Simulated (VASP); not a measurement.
Input of a VASP 6.6.1 run:

Contents of INCAR:

```
ALGO = Normal
EDIFF = 1E-6
EDIFFG = -0.01
ENCUT = 600
GGA = PE
IBRION = 2
ISIF = 3
ISMEAR = 0
LASPH = T
LCHARG = F
LREAL = F
LWAVE = F
NELM = 100
NSW = 100
PREC = Accurate
SIGMA = 0.02
```

KPOINTS

```
k-points
0
Gamma
  8 8 8
```

File POSCAR:

```
SrTiO3
1.0
    3.9364873115      0.0000000000      0.0000000000
    0.0000000000      3.9364873115      0.0000000000
    0.0000000000      0.0000000000      3.9364873115
Sr Ti O
1 1 3
Direct
    0.0000000000      0.0000000000      0.0000000000
    0.5000000000      0.5000000000      0.5000000000
    0.0000000000      0.5000000000      0.5000000000
    0.5000000000      0.0000000000      0.5000000000
    0.5000000000      0.5000000000      0.0000000000
```

Potentials or basis: VASP PAW PBE potentials, release 64 (Sr_sv, Ti_sv, O).

The run is started by

```sh
$ cat potpaw_PBE.64/Sr_sv/POTCAR potpaw_PBE.64/Ti_sv/POTCAR potpaw_PBE.64/O/POTCAR > POTCAR
$ mpirun -np 1 vasp_std > vasp.out
```

Q: Estimate the relaxed cell.

A: a = 3.940 Å, b = 3.940 Å, c = 3.940 Å, α = 90.00°, β = 90.00°, γ = 90.00°.

Q: What does it give for the relaxed volume?

A: 12.23 Å³/atom.

Q: Estimate the band gap on the k mesh.

A: 1.81 eV (least direct gap 2.18 eV).

Q: Estimate the space group after relaxing (to 0.1 Å).

A: Pm-3m (No. 221).

Step by step:
```tsv
step	energy change (eV)	largest force (eV/Å)	pressure (GPa)	volume (Å³)
1	0.0000	0.0000	0.36	61.00
2	-0.0001	0.0000	-0.24	61.24
3	-0.0002	0.0000	-0.02	61.16
```

A k mesh can miss the band edges.
